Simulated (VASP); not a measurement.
Here is a VASP 6.6.1 calculation.

Contents of INCAR:

```
SYSTEM = O
  PREC = Accurate
  ENCUT = 520
  EDIFF = 1E-6
  ISMEAR = -1
  SIGMA = 0.1
  LREAL = .FALSE.
  LASPH = .TRUE.
  NELM = 80
  ALGO = Normal
  ISIF = 2
  LWAVE = .FALSE.
  LCHARG = .TRUE.
  LELF = .TRUE.
  LVHAR = .TRUE.
  NBANDS = 13
```

KPOINTS

```
regular mesh
0
G
  19 19 11
  0 0 0
```

POSCAR

```
O
1.0
    2.5786656298      0.0000000000      0.0000000000
   -1.2893328149      2.2331899433      0.0000000000
    0.0000000000      0.0000000000      2.5739891007
O
2
Direct
    0.3333333333      0.6666666667      0.2500000000
    0.6666666667      0.3333333333      0.7500000000
```

Potentials or basis: VASP PAW LDA potentials, release 64 (O).

Command:

```bash
$ cat potpaw_LDA.64/O/POTCAR > POTCAR
$ mpirun -np 1 vasp_std > vasp.out
```

What does it give for the pressure?

0.0 GPa.

Predict the band gap on the k mesh.

zero (bands 6 and 7 overlap by 2.00 eV).

Stress tensor (GPa, compression positive):
```
-0.11  0.00  0.00
 0.00 -0.11  0.00
 0.00  0.00  0.14
```
